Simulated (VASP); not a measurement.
**Fe: single point with r2SCAN**

Crystal: Fe.

```
CELL_PARAMETERS angstrom
-1.44300 1.44300 1.44300
1.44300 -1.44300 1.44300
1.44300 1.44300 -1.44300
ATOMIC_POSITIONS crystal
Fe 0.00000 0.00000 0.00000
```

```yaml
Program: VASP 6.6.1
Task: single point
Functional: r2SCAN
Potentials_or_basis: VASP PAW PBE potentials, release 64 (Fe)
Cutoff: 660 eV
k_mesh: 12 × 12 × 12
Occupations: methfessel-paxton, width 0.1 eV
Spin: collinear spin, ferromagnetic start
Starting_moments: "[4.5] μB"
```

```json
{
 "Pressure": "-2.6 GPa",
 "Net moment": "2.71 μB per cell",
 "Site moments": "Fe +2.79 μB",
 "Valence electrons inside the program's atomic spheres": "Fe 7.16"
}
```

Levels at points of the mesh, in eV from the Fermi level:
Spin up:
```csv
k point,band 2,band 3,band 4,band 5,band 6,band 7,band 8,band 9
"(0.00, 0.00, 0.00)",-3.11,-3.11,-3.11,-1.93,-1.93,25.39,25.39,25.39
"(0.50, 0.00, 0.00)",-4.06,-1.90,-1.78,-0.66,0.54,6.65,18.57,19.85
"(0.50, 0.50, 0.50)",-5.24,-0.91,-0.91,-0.91,9.76,9.76,9.76,15.25
```
Spin down:
| k point | band 1 | band 2 | band 3 | band 4 | band 5 | band 6 |
| --- | --- | --- | --- | --- | --- | --- |
| (0.00, 0.00, 0.00) | -9.02 | 0.42 | 0.42 | 0.42 | 2.55 | 2.55 |
| (0.50, 0.00, 0.00) | -3.40 | -0.96 | -0.03 | 2.39 | 2.83 | 3.38 |
| (0.50, 0.50, 0.50) | -2.55 | -2.55 | 3.08 | 3.08 | 3.08 | 10.14 |

Run time: 49 s on 1 thread of Intel(R) Xeon(R) 6975P-C (Granite Rapids), on a shared host, peak memory 0.16 GiB.

Caveat: the PAW data sets were made with another functional, which shifts forces and pressure a little.
